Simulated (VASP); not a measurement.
# HfN (Imm2) in VASP: single point with PBE

Aim: the single point of HfN with PBE.

Everything below comes from runs of VASP 6.6.1. Logs are shortened: lines on timing, memory, paths and dates and some standing lists are left out, and cuts for length are marked.

## (1) The cell of the first run

It takes space group Imm2 (No. 44, orthorhombic). The conventional cell has a = 3.195 Å, b = 4.518 Å, c = 3.195 Å, α = 90.00°, β = 90.00°, γ = 90.00°. Within 2.9 Å of Hf (site symmetry mm2) lie 6 N at 2.21 to 2.31 Å. Within 2.9 Å of N (site symmetry mm2) lie 6 Hf at 2.21 to 2.31 Å.

## (2) Single point, PBE

INCAR reads:

```
  PREC = Accurate
  ENCUT = 520
  EDIFF = 1E-6
  ISMEAR = 0
  SIGMA = 0.15
  LREAL = False
  LASPH = True
  NELM = 100
  ALGO = Normal
  ISIF = 2
  LWAVE = False
  LCHARG = True
  GGA = PE
  LELF = True
  LVHAR = True
  NBANDS = 14
```

KPOINTS reads:

```
Automatic mesh
0
Gamma
  18 18 18
```

POSCAR reads:

```
HfN
1.0
    0.0000000000      2.2590000000      2.2590000000
    2.2590000000      0.0000000000      2.2590000000
    2.2590000000      2.2590000000      0.0000000000
Hf N
1 1
Direct
    0.0000000000      0.0000000000      0.0000000000
    0.4765236792      0.5000000000      0.5000000000
```

Potentials or basis: VASP PAW PBE potentials, release 64 (Hf_pv, N).

On the command line:

```
$ cat potpaw_PBE.64/Hf_pv/POTCAR potpaw_PBE.64/N/POTCAR > POTCAR
$ mpirun -np 1 vasp_std > vasp.out
```

OUTCAR:

```text
PREC = Accurate
   ENCUT = 520
   EDIFF = 1E-6
   ISMEAR = 0
   LREAL = False
   LASPH = True
   NELM = 100
   ISIF = 2
   GGA = PE

 ion  position               nearest neighbor table
   1  0.000  0.000  0.000-   2 2.21   2 2.21   2 2.26   2 2.26   2 2.31   2 2.31
   2  0.477  0.500  0.500-   1 2.21   1 2.21   1 2.26   1 2.26   1 2.31   1 2.31

  LATTYP: Found a face centered cubic cell.
 ALAT       =     4.5180000000

  Lattice vectors:

 A1 = (   0.0000000000,   2.2590000000,   2.2590000000)
 A2 = (   2.2590000000,   0.0000000000,   2.2590000000)
 A3 = (   2.2590000000,   2.2590000000,   0.0000000000)

Analysis of symmetry for initial positions (statically):
=====================================================================
 Subroutine PRICEL returns:
 Original cell was already a primitive cell.

 Routine SETGRP: Setting up the symmetry group for a
 face centered cubic supercell.

 Subroutine GETGRP returns: Found  4 space group operations
 (whereof  4 operations were pure point group operations)
 out of a pool of 48 trial point group operations.

The static configuration has the point symmetry C_2v.

Analysis of symmetry for dynamics (positions and initial velocities):
=====================================================================
 Subroutine PRICEL returns:
 Original cell was already a primitive cell.

 Routine SETGRP: Setting up the symmetry group for a
 face centered cubic supercell.

 Subroutine GETGRP returns: Found  4 space group operations
 (whereof  4 operations were pure point group operations)
 out of a pool of 48 trial point group operations.

The dynamic configuration has the point symmetry C_2v.

 Subroutine INISYM returns: Found  4 space group operations
 (whereof  4 operations are pure point group operations),
 and found     1 'primitive' translations

----------------------------------------------------------------------------------------

                                     Primitive cell

  volume of cell :      23.0557

  direct lattice vectors                    reciprocal lattice vectors
     0.000000000  2.259000000  2.259000000    -0.221336875  0.221336875  0.221336875
     2.259000000  0.000000000  2.259000000     0.221336875 -0.221336875  0.221336875
     2.259000000  2.259000000  0.000000000     0.221336875  0.221336875 -0.221336875

  length of vectors
     3.194708437  3.194708437  3.194708437     0.383366713  0.383366713  0.383366713

  position of ions in fractional coordinates (direct lattice)
     0.000000000  0.000000000  0.000000000
     0.476523679  0.500000000  0.500000000

  ion indices of the primitive-cell ions
   primitive index   ion index
                 1           1
                 2           2

----------------------------------------------------------------------------------------

 KPOINTS: Automatic mesh

Automatic generation of k-mesh.
 Grid dimensions read from file:
 generate k-points for:   18   18   18

 Generating k-lattice:

  Cartesian coordinates                     Fractional coordinates (reciprocal lattice)
    -0.012296493  0.012296493  0.012296493     0.055555556  0.000000000  0.000000000
     0.012296493 -0.012296493  0.012296493     0.000000000  0.055555556  0.000000000
     0.012296493  0.012296493 -0.012296493     0.000000000  0.000000000  0.055555556

  Length of vectors
     0.021298151  0.021298151  0.021298151

  Shift w.r.t. Gamma in fractional coordinates (k-lattice)
     0.000000000  0.000000000  0.000000000

 Subroutine IBZKPT returns following result:
 ===========================================

 Found    865 irreducible k-points:

 Following reciprocal coordinates:
            Coordinates               Weight
  0.000000  0.000000  0.000000      1.000000
  0.055556  0.000000  0.000000      4.000000
  0.000000  0.055556  0.000000      4.000000
  0.111111  0.000000  0.000000      4.000000
  0.000000  0.111111  0.000000      4.000000
  0.166667  0.000000  0.000000      4.000000
[... 16 lines left out ...]
  0.000000  0.111111  0.055556      4.000000
  0.055556  0.000000  0.111111      8.000000
 [... further k-points ...]
   k-points           NKPTS =    865   k-points in BZ     NKDIM =    865   number of bands    NBANDS=     14
   number of dos      NEDOS =    301   number of ions     NIONS =      2
   total plane-waves  NPLWV =  13824
   dimension x,y,z NGX =    24 NGY =   24 NGZ =   24
   dimension x,y,z NGXF=    48 NGYF=   48 NGZF=   48
   ions per type =               1   1
   NGX,Y,Z   is equivalent  to a cutoff of  12.49, 12.49, 12.49 a.u.
   NGXF,Y,Z  is equivalent  to a cutoff of  24.98, 24.98, 24.98 a.u.
 SYSTEM =  unknown system
   PREC   = accura    normal or accurate (medium, high low for compatibility)
   ISTART =      0    job   : 0-new  1-cont  2-samecut
   ICHARG =      2    charge: 1-file 2-atom 10-const
   ISPIN  =      1    spin polarized calculation?
   LNONCOLLINEAR =      F non collinear calculations
   LSORBIT =      F    spin-orbit coupling
   LASPH  =      T    aspherical Exc in radial PAW
   ENCUT  =  520.0 eV  38.22 Ry    6.18 a.u.   5.94  5.94  5.94*2*pi/ulx,y,z
   NELM   =    100;   NELMIN=  2; NELMDL= -5     # of ELM steps
   EDIFF  = 0.1E-05   stopping-criterion for ELM
   LREAL  =      F    real-space projection
   EDIFFG = 0.1E-04   stopping-criterion for IOM
   NSW    =      0    number of steps for IOM
   IBRION =     -1    ionic relax: 0-MD 1-quasi-New 2-CG
   NFREE  =      0    steps in history (QN), initial steepest desc. (CG)
   ISIF   =      2    stress and relaxation
   ISYM   =      2    0-nonsym 1-usesym 2-fastsym
   POTIM  = 0.5000    time-step for ionic-motion
   TEBEG  =    0.0;   TEEND  =   0.0 temperature during run
   PSTRESS=    0.0 pullay stress
   NELECT =      15.0000    total number of electrons
   NUPDOWN=      -1.0000    fix difference up-down
   EMIN   =  10.00;   EMAX   =-10.00  energy-range for DOS
   EFERMI =   0.00;   METHOD = LEGACY
   ISMEAR =     0;   SIGMA  =   0.15  broadening in eV -4-tet -1-fermi 0-gaus
   EFERMI_NEDOS =   21; number of points for ismear=-14 and -15
   IALGO  =     38    algorithm
   IMIX   =      4    mixing-type and parameters
     AMIX     =   0.40;   BMIX     =  1.00
     AMIX_MAG =   1.60;   BMIX_MAG =  1.00
  volume/ion in A,a.u.               =      11.53        77.79
  Fermi-wavevector in a.u.,A,eV,Ry     =   1.418553  2.680677 27.378918  2.012294
  Thomas-Fermi vector in A             =   2.539667
   LORBIT       =      0    0 simple, 1 ext, 2 COOP (PROOUT), +10 PAW based schemes
   GGA     = PE    functional components
   LHFCALC =     F    Hartree Fock is set to
   AEXX    =    0.0000 exact exchange contribution
   IVDW    =     0    specifies the selected vdW correction
   LEPSILON=     F    determine dielectric tensor
   LRPA    =     F    only Hartree local field effects (RPA)
 non-spin polarized calculation
 Gauss-broadening in eV      SIGMA  =   0.15
  energy-cutoff  :      520.00
  volume of cell :       23.06
 maximum number of plane-waves:       636
   NGX = 11   NGY = 11   NGZ = 11

 number of electron      15.0000000 magnetization

 Free energy of the ion-electron system (eV)
  ---------------------------------------------------
  ext. energy  EPLUGINS =         0.00000000
  ---------------------------------------------------
  free energy    TOTEN  =       -21.72441927 eV

  energy without entropy =      -21.71713074  energy(sigma->0) =      -21.72077500

 E-fermi :   8.3773     XC(G=0): -12.7300

 val. band max:        8.3746156924   @ k =   0.4444   0.2222   0.1111
 cond. band min:       8.3802500530   @ k =   0.2222  -0.1111  -0.2222
 fundamental gap:      0.0056343607
 Fermi energy:         8.3773140539

 k-point     1 :       0.0000    0.0000    0.0000
  band No.  band energies     occupation
      1     -22.7659      2.00000
      2     -22.7615      2.00000
      3     -22.7595      2.00000
      4      -9.1260      2.00000
      5       5.2521      2.00000
      6       5.2664      2.00000
      7       5.2874      2.00000
      8       8.0394      1.99855
      9       8.1433      1.97263
     10       8.1499      1.96796
     11      10.1683      0.00000
     12      10.3918      0.00000
     13      10.4503      0.00000
     14      17.9363      0.00000

 k-point     2 :       0.0556    0.0000    0.0000
  band No.  band energies     occupation
      1     -22.7961      2.00000
      2     -22.7642      2.00000
      3     -22.7639      2.00000
      4      -9.0546      2.00000
      5       4.9052      2.00000
      6       5.1067      2.00000
      7       5.1358      2.00000
      8       8.1440      1.97218
      9       8.1671      1.95248
     10       8.2766      1.65765
     11      10.4006      0.00000
     12      10.6458      0.00000
     13      10.6880      0.00000
     14      18.1811      0.00000

 k-point     3 :       0.0000    0.0556    0.0000
  band No.  band energies     occupation
      1     -22.7934      2.00000
      2     -22.7681      2.00000
      3     -22.7628      2.00000
      4      -9.0543      2.00000
      5       4.8615      2.00000
      6       5.0990      2.00000
      7       5.2023      2.00000
      8       8.0679      1.99647
      9       8.2020      1.90171
     10       8.2940      1.56778
     11      10.3904      0.00000
     12      10.6383      0.00000
     13      10.7146      0.00000
     14      18.1803      0.00000
[... 324 lines left out ...]
 k-point    23 :       0.0000    0.1111    0.0556
  band No.  band energies     occupation
      1     -22.8588      2.00000
      2     -22.7864      2.00000
      3     -22.7742      2.00000
      4      -8.8737      2.00000
      5       4.0477      2.00000
      6       4.8015      2.00000
      7       4.9930      2.00000
      8       7.8627      2.00000
      9       8.6110      0.02758
     10       8.7014      0.00225
     11      10.5959      0.00000
     12      10.8241      0.00000
     13      11.8964      0.00000
     14      18.7975      0.00000

 k-point    24 :       0.0556    0.0000    0.1111
  band No.  band energies     occupation
      1     -22.8604      2.00000
      2     -22.7833      2.00000
      3     -22.7758      2.00000
      4      -8.8729      2.00000
      5       4.0497      2.00000
      6       4.8400      2.00000
      7       4.9485      2.00000
      8       7.8360      2.00000
      9       8.6453      0.01153
     10       8.7195      0.00126
     11      10.6009      0.00000
     12      10.7715      0.00000
     13      11.9232      0.00000
     14      18.7970      0.00000

 [... further k-points ...]
[... 5 lines left out ...]
  --------------------------------------------------------------------------------------
  -------------------------------------------------------------------------------------
  Total        0.4457659      0.5967961      0.5967961      0.0000000     -0.0251701      0.0000000
  in kB       30.9769525     41.4722759     41.4722759      0.0000000     -1.7491056      0.0000000
  external PRESSURE =      37.9738348 kB  Pullay stress =       0.0000000 kB

 VOLUME and BASIS-vectors are now :
 -----------------------------------------------------------------------------
  energy-cutoff  :      520.00
  volume of cell :       23.06
      direct lattice vectors                 reciprocal lattice vectors
     0.000000000  2.259000000  2.259000000    -0.221336875  0.221336875  0.221336875
     2.259000000  0.000000000  2.259000000     0.221336875 -0.221336875  0.221336875
     2.259000000  2.259000000  0.000000000     0.221336875  0.221336875 -0.221336875

 POSITION                                       TOTAL-FORCE (eV/Angst)
 -----------------------------------------------------------------------------------
      0.00000      0.00000      0.00000         0.000000     -0.624195     -0.624195
      2.25900      2.20597      2.20597        -0.000000      0.624195      0.624195
 -----------------------------------------------------------------------------------
    total drift:                               -0.000000      0.000019      0.000019

  FREE ENERGIE OF THE ION-ELECTRON SYSTEM (eV)
  ---------------------------------------------------
  free  energy   TOTEN  =       -21.7244192660 eV

  energy  without entropy=      -21.7171307382  energy(sigma->0) =      -21.72077500
```

Wall time 2.2 min (1 thread of AMD EPYC 9R45 (Zen 5), shared host); peak memory 0.35 GiB.

What came out:

```
Free energy   : -21.7244 eV
Pressure      : 3.8 GPa
Largest force : 0.883 eV/Å
```

Forces in eV/Å, atoms in the order of the input:
```
Hf   0.000 -0.624 -0.624
N    0.000  0.624  0.624
```

Caveat: the cell differs from its parent crystal (all N atoms moved +0.075 Å, as atom 2 towards its neighbour atom 2 (N) at 3.195 Å); spin-orbit coupling is left out, which moves the levels of the heavy elements.
